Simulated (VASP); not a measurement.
Wanted: the native input for a VASP 6.6.1 run.

* Task: relaxation of cell and atoms
* Functional: PBE
* Potentials or basis: VASP PAW PBE potentials, release 64 (Al, B, N)
* Cutoff: 600 eV
* k mesh: 5 × 5 × 5
* Occupations: gaussian, width 0.15 eV
* Spin: no spin polarisation
* Dipole correction: no
* Further INCAR settings: ALGO = Normal; EDIFF = 1e-07; IBRION = 2; EDIFFG = -0.08; NSW = 36; ISIF = 3

The structure of Al3BN2 lies in POSCAR:

```
Al3BN2
1.0
   -1.5915644700      1.5915644700      6.7529784000
    1.5915644700     -1.5915644700      6.7529784000
    1.5915644700      1.5915644700     -6.7529784000
Al B N
3 1 2
Direct
    0.6709891600      0.6709891600      0.0000000000
    0.0000000000      0.0000000000      0.0000000000
    0.3290108400      0.3290108400      0.0000000000
    0.5000000000      0.5000000000      0.0000000000
    0.8323381500      0.8323381500      0.0000000000
    0.1676618500      0.1676618500      0.0000000000
```

The cell was built from a structure type or drawn by symmetry, and may not be a known phase.

One way to write it, as run:

INCAR

```
ALGO = Normal ; EDIFF = 1E-7
EDIFFG = -0.08 ; ENCUT = 600
GGA = PE ; GGA_COMPAT = False
IBRION = 2 ; ISIF = 3
ISMEAR = 0 ; LASPH = True
LCHARG = False ; LREAL = False
LWAVE = False ; NELM = 120
NELMIN = 4 ; NSW = 36
PREC = Accurate ; SIGMA = 0.15
```

KPOINTS

```
k-points
0
Gamma
  5 5 5
```

Potentials or basis: VASP PAW PBE potentials, release 64 (Al, B, N).

Command:

```console
$ cat potpaw_PBE.64/Al/POTCAR potpaw_PBE.64/B/POTCAR potpaw_PBE.64/N/POTCAR > POTCAR
$ mpirun -np 1 vasp_std > vasp.out
```

Results of the run:

```json
{
 "Relaxed volume": "9.56 Å³/atom",
 "Relaxed cell": "a = 6.811 Å, b = 6.811 Å, c = 6.811 Å, α = 154.76°, β = 154.76°, γ = 36.00°",
 "Space group after relaxing (to 0.1 Å)": "I4/mmm (No. 139)",
 "Energy gained by relaxing": "183.5 meV/atom",
 "Ionic steps": "7",
 "Pressure after relaxing": "-0.9 GPa",
 "Largest force after relaxing": "0.020 eV/Å",
 "Band gap on the k mesh": "zero (bands 11 and 12 overlap by 2.92 eV)"
}
```

Caveat: the k points lie up to 0.43 Å⁻¹ apart in the final cell, too coarse for converged energies and pressures of a metal; the volume moved by over 15 % at a fixed basis, so the end points are rough.

Wall time 4.5 min on 1 thread of Intel(R) Xeon(R) 6975P-C (Granite Rapids), with other jobs on the host, peak memory 0.51 GiB.
